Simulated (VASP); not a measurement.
Runs of VASP 6.6.1 on W. The structure is that of space group I4/mmm (No. 139), or close to it. The cells are those of the table. 

| cell | further INCAR settings | gap on the mesh (eV) | pressure (GPa) |
| --- | --- | --- | --- |
| a = 2.916 Å, angles 107.5, 107.5, 113.6°, 1 atom | ALGO = Fast; EDIFF = 1e-07; NBANDS = 13 | none | (a) |
| a = 2.842 Å, angles 111.6, 111.6, 105.3°, 1 atom | ALGO = Fast; EDIFF = 1e-06; NBANDS = 13 | none | -21.0 |
| a = 2.805 Å, angles 107.4, 107.4, 113.7°, 1 atom | ALGO = Fast; EDIFF = 1e-06; NBANDS = 13 | none | -11.8 |
| a = 2.848 Å, angles 105.4, 105.4, 117.9°, 1 atom | ALGO = Fast; EDIFF = 1e-07; NBANDS = 13 | none | -16.8 |
| a = 2.882 Å, angles 106.5, 106.5, 115.7°, 1 atom | ALGO = Fast; EDIFF = 1e-06; NBANDS = 13 | none | (b) |

Alike in all rows: task single point; level PBE; potentials or basis VASP PAW PBE potentials, release 64 (W_sv); no spin polarisation; k mesh 20 × 20 × 20; cutoff (eV) 520; smearing gaussian 0.15 eV.

Task: Fill in the values left out.

Result: (a) -34.2; (b) -26.7.

Caveats: spin-orbit coupling is left out, which moves the levels of the heavy elements.

A k mesh can miss the band edges, and the runs leave out spin-orbit coupling on W.

A gap of «none» marks levels without a gap at the run's occupations.
